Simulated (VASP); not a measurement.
Wanted: the native input for a VASP 6.6.1 run.

| Property | Result |
| --- | --- |
| Task | single point |
| Functional | PBE |
| Potentials or basis | VASP PAW PBE potentials, release 64 (Hf_pv, O) |
| Cutoff | 520 eV |
| k mesh | 9 × 9 × 9 |
| Occupations | fermi-dirac, width 0.01 eV |
| Spin | no spin polarisation |
| Dipole correction | no |
| Further INCAR settings | ALGO = Normal; EDIFF = 1e-07; NBANDS = 18 |

The structure of HfO2 lies in POSCAR:

```
HfO2
1.0
    0.0000000000      2.5319250000      2.5575000000
    2.5319250000      0.0000000000      2.5575000000
    2.5319250000      2.5319250000      0.0000000000
Hf O
1 2
Direct
    0.0000000000      0.0000000000      0.0000000000
    0.2500000000      0.2500000000      0.2500000000
    0.7500000000      0.7500000000      0.7500000000
```

This cell differs from its parent crystal: equal xx and yy strain of -1 %.

These files were run (other wordings do the same):

INCAR

```
SYSTEM = HfO2
ALGO = Normal ; EDIFF = 1E-7
ENCUT = 520 ; GGA = PE
ISIF = 2 ; ISMEAR = -1
LASPH = .True. ; LCHARG = .True.
LELF = .True. ; LREAL = .False.
LVHAR = .True. ; LWAVE = .False.
NBANDS = 18 ; NELM = 60
PREC = Accurate ; SIGMA = 0.01
```

KPOINTS

```
k-points
0
Gamma
  9 9 9
  0 0 0
```

Potentials or basis: VASP PAW PBE potentials, release 64 (Hf_pv, O).

Command:

```console
$ cat potpaw_PBE.64/Hf_pv/POTCAR potpaw_PBE.64/O/POTCAR > POTCAR
$ mpirun -np 1 vasp_std > vasp.out
```

It gave:

| Quantity | Value |
| --- | --- |
| Pressure | -1.2 GPa |
| Band gap on the k mesh | 3.82 eV, indirect (least direct gap 3.97 eV) |

Caveat: the cell differs from its parent crystal (equal xx and yy strain of -1 %); spin-orbit coupling is left out, which moves the levels of the heavy elements.

Run time: 28 s on 1 thread of AMD EPYC 9R45 96-Core Processor (Zen 5), with other jobs on the host, peak memory 0.16 GiB.
